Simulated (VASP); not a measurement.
# ZnF2 (P4_2/mnm) in VASP: relaxation of cell and atoms with PBE

Aim: the relaxation of cell and atoms of ZnF2 with PBE.

Everything below comes from runs of VASP 6.6.1. Logs are shortened: lines on timing, memory, paths and dates and some standing lists are left out, and cuts for length are marked.

**1. The cell of the first run**

It takes space group P4_2/mnm (No. 136, tetragonal). Conventional cell: a = 4.719 Å, b = 4.719 Å, c = 3.144 Å, α = 90.00°, β = 90.00°, γ = 90.00°. Within 2.7 Å of Zn (site symmetry mmm) lie 6 F at 2.03 to 2.05 Å. F (site symmetry m2m) has 3 Zn at 2.03 to 2.05 Å and 1 F at 2.62 Å within 2.7 Å.

**2. Relaxation of cell and atoms, PBE**

INCAR

```
PREC = Accurate
ENCUT = 600
EDIFF = 1E-7
ISMEAR = 0
SIGMA = 0.05
LREAL = F
LASPH = T
NELM = 120
ALGO = Normal
ISIF = 3
LWAVE = F
LCHARG = F
GGA = PE
IBRION = 2
NSW = 80
EDIFFG = -0.01
GGA_COMPAT = F
NELMIN = 4
```

KPOINTS

```
Automatic mesh
0
Gamma
  6 6 10
```

POSCAR

```
ZnF2
1.0
    4.7194273573      0.0000000000      0.0000000000
    0.0000000000      4.7194273573      0.0000000000
    0.0000000000      0.0000000000      3.1440107077
Zn F
2 4
Direct
    0.0000000000      0.0000000000      0.0000000000
    0.5000000000      0.5000000000      0.5000000000
    0.3035000000      0.3035000000      0.0000000000
    0.1965000000      0.8035000000      0.5000000000
    0.6965000000      0.6965000000      0.0000000000
    0.8035000000      0.1965000000      0.5000000000
```

Potentials or basis: VASP PAW PBE potentials, release 64 (Zn, F).

Started as:

```console
> cat potpaw_PBE.64/Zn/POTCAR potpaw_PBE.64/F/POTCAR > POTCAR
> mpirun -np 1 vasp_std > vasp.out
```

OUTCAR:

```text
PREC = Accurate
   ENCUT = 600
   EDIFF = 1E-7
   ISMEAR = 0
   LREAL = F
   LASPH = T
   NELM = 120
   ISIF = 3
   GGA = PE
   IBRION = 2
   NSW = 80
   EDIFFG = -0.01
   NELMIN = 4

 ion  position               nearest neighbor table
   1  0.000  0.000  0.000-   3 2.03   5 2.03   4 2.05   6 2.05   4 2.05   6 2.05
   2  0.500  0.500  0.500-   4 2.03   6 2.03   5 2.05   3 2.05   3 2.05   5 2.05
   3  0.303  0.303  0.000-   1 2.03   2 2.05   2 2.05
   4  0.197  0.803  0.500-   2 2.03   1 2.05   1 2.05
   5  0.697  0.697  0.000-   1 2.03   2 2.05   2 2.05
   6  0.803  0.197  0.500-   2 2.03   1 2.05   1 2.05

  LATTYP: Found a simple tetragonal cell.
 ALAT       =     4.7194273573
 C/A-ratio  =     0.6661847868

  Lattice vectors:

 A1 = (   4.7194273573,   0.0000000000,   0.0000000000)
 A2 = (   0.0000000000,   4.7194273573,   0.0000000000)
 A3 = (   0.0000000000,   0.0000000000,   3.1440107077)

Analysis of symmetry for initial positions (statically):
=====================================================================
 Subroutine PRICEL returns:
 Original cell was already a primitive cell.

 Routine SETGRP: Setting up the symmetry group for a
 simple tetragonal supercell.

 Subroutine GETGRP returns: Found 16 space group operations
 (whereof  8 operations were pure point group operations)
 out of a pool of 16 trial point group operations.

The static configuration has the point symmetry D_2h.
 The point group associated with its full space group is D_4h.

Analysis of symmetry for dynamics (positions and initial velocities):
=====================================================================
 Subroutine PRICEL returns:
 Original cell was already a primitive cell.

 Routine SETGRP: Setting up the symmetry group for a
 simple tetragonal supercell.

 Subroutine GETGRP returns: Found 16 space group operations
 (whereof  8 operations were pure point group operations)
 out of a pool of 16 trial point group operations.

The dynamic configuration has the point symmetry D_2h.
 The point group associated with its full space group is D_4h.

 Subroutine INISYM returns: Found 16 space group operations
 (whereof  8 operations are pure point group operations),
 and found     1 'primitive' translations

----------------------------------------------------------------------------------------

                                     Primitive cell

  volume of cell :      70.0265

  direct lattice vectors                    reciprocal lattice vectors
     4.719427357  0.000000000  0.000000000     0.211890114  0.000000000  0.000000000
     0.000000000  4.719427357  0.000000000     0.000000000  0.211890114  0.000000000
[... 79 lines left out ...]
   dimension x,y,z NGXF=    80 NGYF=   80 NGZF=   56
   ions per type =               2   4
   NGX,Y,Z   is equivalent  to a cutoff of  14.09, 14.09, 14.81 a.u.
   NGXF,Y,Z  is equivalent  to a cutoff of  28.18, 28.18, 29.61 a.u.
 SYSTEM =  unknown system
   PREC   = accura    normal or accurate (medium, high low for compatibility)
   ISTART =      0    job   : 0-new  1-cont  2-samecut
   ICHARG =      2    charge: 1-file 2-atom 10-const
   ISPIN  =      1    spin polarized calculation?
   LNONCOLLINEAR =      F non collinear calculations
   LSORBIT =      F    spin-orbit coupling
   LASPH  =      T    aspherical Exc in radial PAW
   ENCUT  =  600.0 eV  44.10 Ry    6.64 a.u.   9.43  9.43  6.28*2*pi/ulx,y,z
   NELM   =    120;   NELMIN=  4; NELMDL= -5     # of ELM steps
   EDIFF  = 0.1E-06   stopping-criterion for ELM
   LREAL  =      F    real-space projection
   EDIFFG = -.1E-01   stopping-criterion for IOM
   NSW    =     80    number of steps for IOM
   IBRION =      2    ionic relax: 0-MD 1-quasi-New 2-CG
   NFREE  =      1    steps in history (QN), initial steepest desc. (CG)
   ISIF   =      3    stress and relaxation
   ISYM   =      2    0-nonsym 1-usesym 2-fastsym
   POTIM  = 0.5000    time-step for ionic-motion
   TEBEG  =    0.0;   TEEND  =   0.0 temperature during run
   PSTRESS=    0.0 pullay stress
   NELECT =      52.0000    total number of electrons
   NUPDOWN=      -1.0000    fix difference up-down
   EMIN   =  10.00;   EMAX   =-10.00  energy-range for DOS
   EFERMI =   0.00;   METHOD = LEGACY
   ISMEAR =     0;   SIGMA  =   0.05  broadening in eV -4-tet -1-fermi 0-gaus
   EFERMI_NEDOS =   21; number of points for ismear=-14 and -15
   IALGO  =     38    algorithm
   IMIX   =      4    mixing-type and parameters
     AMIX     =   0.40;   BMIX     =  1.00
     AMIX_MAG =   1.60;   BMIX_MAG =  1.00
  volume/ion in A,a.u.               =      11.67        78.76
  Fermi-wavevector in a.u.,A,eV,Ry     =   1.482478  2.801478 29.902102  2.197742
  Thomas-Fermi vector in A             =   2.596259
   LORBIT       =      0    0 simple, 1 ext, 2 COOP (PROOUT), +10 PAW based schemes
   GGA     = PE    functional components
   LHFCALC =     F    Hartree Fock is set to
   AEXX    =    0.0000 exact exchange contribution
   IVDW    =     0    specifies the selected vdW correction
   LEPSILON=     F    determine dielectric tensor
   LRPA    =     F    only Hartree local field effects (RPA)
 conjugate gradient relaxation of ions
 non-spin polarized calculation
 Gauss-broadening in eV      SIGMA  =   0.05
  energy-cutoff  :      600.00
  volume of cell :       70.03
 maximum number of plane-waves:      2372
 NGX is ok and might be reduce to    40
   NGX = 19   NGY = 19   NGZ = 13

--------------------------------------- Ionic step        1  -------------------------------------------

 number of electron      52.0000002 magnetization

 Free energy of the ion-electron system (eV)
  ---------------------------------------------------
  ext. energy  EPLUGINS =         0.00000000
  ---------------------------------------------------
  free energy    TOTEN  =       -23.19158723 eV

  energy without entropy =      -23.19158723  energy(sigma->0) =      -23.19158723

 E-fermi :  -1.0140     XC(G=0): -10.2256

 val. band max:       -1.2271280549   @ k =   0.0000   0.0000   0.0000
 cond. band min:       2.2631415426   @ k =   0.0000   0.0000   0.0000
 fundamental gap:      3.4902695975
 Fermi energy:        -1.0139764980

 k-point     1 :       0.0000    0.0000    0.0000
  band No.  band energies     occupation
      1     -23.0340      2.00000
      2     -22.2756      2.00000
      3     -22.2756      2.00000
      4     -22.2432      2.00000
      5      -7.3792      2.00000
      6      -6.5137      2.00000
[... 1006 lines left out ...]
--------------------------------------- Ionic step        6  -------------------------------------------

 number of electron      51.9999972 magnetization

 Free energy of the ion-electron system (eV)
  ---------------------------------------------------
  ext. energy  EPLUGINS =         0.00000000
  ---------------------------------------------------
  free energy    TOTEN  =       -23.24378150 eV

  energy without entropy =      -23.24378150  energy(sigma->0) =      -23.24378150

 E-fermi :  -1.5184     XC(G=0):  -9.9724

 val. band max:       -1.7541979969   @ k =   0.0000   0.0000   0.0000
 cond. band min:       1.6880864625   @ k =   0.0000   0.0000   0.0000
 fundamental gap:      3.4422844593
 Fermi energy:        -1.5184490826

 k-point     1 :       0.0000    0.0000    0.0000
  band No.  band energies     occupation
      1     -23.1187      2.00000
      2     -22.4445      2.00000
      3     -22.4445      2.00000
      4     -22.4210      2.00000
      5      -7.4264      2.00000
      6      -6.6745      2.00000
[... 840 lines left out ...]
  FREE ENERGIE OF THE ION-ELECTRON SYSTEM (eV)
  ---------------------------------------------------
  free  energy   TOTEN  =       -23.2437814976 eV

  energy  without entropy=      -23.2437814976  energy(sigma->0) =      -23.24378150

 reached required accuracy - stopping structural energy minimisation
```

OSZICAR:

```text
N       E                     dE             d eps       ncg     rms          rms(c)
DAV:   1     0.652408472025E+03    0.65241E+03   -0.30234E+04  3728   0.254E+03
DAV:   2     0.495567811521E+02   -0.60285E+03   -0.57843E+03  4158   0.585E+02
[... 59 lines left out ...]
DAV:   2    -0.232454599396E+02   -0.36878E-03   -0.51959E-02  4392   0.206E+00    0.302E-01
DAV:   3    -0.232440405981E+02    0.14193E-02   -0.91929E-04  5916   0.522E-01    0.130E-01
DAV:   4    -0.232437676290E+02    0.27297E-03   -0.64231E-04  5632   0.319E-01    0.178E-02
DAV:   5    -0.232437812135E+02   -0.13584E-04   -0.16808E-04  3804   0.149E-01    0.108E-02
DAV:   6    -0.232437814090E+02   -0.19549E-06   -0.74443E-06  4422   0.558E-02    0.601E-03
DAV:   7    -0.232437815591E+02   -0.15012E-06   -0.13631E-06  4409   0.116E-02    0.322E-03
DAV:   8    -0.232437814976E+02    0.61462E-07   -0.24080E-07  2866   0.160E-02
   6 F= -.23243781E+02 E0= -.23243781E+02  d E =-.107500E-02
```

Run time: 17 min. Hardware: 1 thread of Oxide Virtual Turin-like, shared host; peak memory 0.25 GiB.

Results:

```yaml
Free_energy: -23.2438 eV
Relaxed_volume: 12.25 Å³/atom
Relaxed_cell: a = 4.802 Å, b = 4.802 Å, c = 3.186 Å, α = 90.00°, β = 90.00°, γ = 90.00°
Space_group_after_relaxing_to_0.1_Å: P4_2/mnm (No. 136)
Energy_gained_by_relaxing: 8.7 meV/atom
Ionic_steps: 6
Pressure_after_relaxing: 0.0 GPa
Band_gap_on_the_k_mesh: 3.44 eV
```

Forces in eV/Å, atoms in the order of the input:
```
Zn   0.000  0.000  0.000
Zn   0.000  0.000  0.000
F   -0.002 -0.002  0.000
F    0.002 -0.002  0.000
F    0.002  0.002  0.000
F   -0.002  0.002  0.000
```

The path:
```
step  energy change (eV)  largest force (eV/Å)  pressure (GPa)  volume (Å³)
   1              0.0000                0.0373            5.26        70.03
   2             -0.0489                0.0581           -0.95        73.98
   3             -0.0511                0.0431            0.05        73.26
   4             -0.0511                0.0445           -0.05        73.32
   5             -0.0516                0.0309           -0.04        73.37
   6             -0.0522                0.0023           -0.05        73.48
```

Final structure:
```cif
data_structure
_symmetry_space_group_name_H-M 'P 1'
_symmetry_Int_Tables_number 1
_cell_length_a 4.8025
_cell_length_b 4.8025
_cell_length_c 3.1858
_cell_angle_alpha 90.000
_cell_angle_beta 90.000
_cell_angle_gamma 90.000
_cell_volume 73.48
loop_
_atom_site_label
_atom_site_type_symbol
_atom_site_fract_x
_atom_site_fract_y
_atom_site_fract_z
_atom_site_occupancy
Zn1 Zn 0.00000 0.00000 0.00000 1
Zn2 Zn 0.50000 0.50000 0.50000 1
F1 F 0.30436 0.30436 0.00000 1
F2 F 0.19564 0.80436 0.50000 1
F3 F 0.69564 0.69564 0.00000 1
F4 F 0.80436 0.19564 0.50000 1
```

Levels at points of the mesh, in eV from the valence-band top:
```tsv
k point	band 22	band 23	band 24	band 25	band 26	band 27	band 28	band 29	band 30	band 31
(0.00, 0.00, 0.00)	-1.21	-0.87	-0.24	-0.24	0.00	3.44	9.00	9.66	9.66	13.40
(0.50, 0.00, 0.00)	-1.30	-0.54	-0.54	-0.30	-0.30	5.95	5.95	10.52	10.52	12.72
(0.50, 0.50, 0.00)	-1.53	-1.02	-1.02	-0.25	-0.25	6.78	6.78	9.16	9.16	14.23
(0.00, 0.00, 0.50)	-1.23	-1.12	-1.12	-1.09	-1.09	8.02	8.02	11.74	11.74	13.07
(0.50, 0.00, 0.50)	-1.43	-1.10	-1.10	0.00	0.00	8.46	8.46	10.27	10.27	13.70
(0.50, 0.50, 0.50)	-1.19	-1.09	-1.09	-0.73	-0.73	7.86	7.86	11.47	11.47	12.11
```

A k mesh can miss the band edges. Zero-point motion and thermal expansion aren't in these numbers.
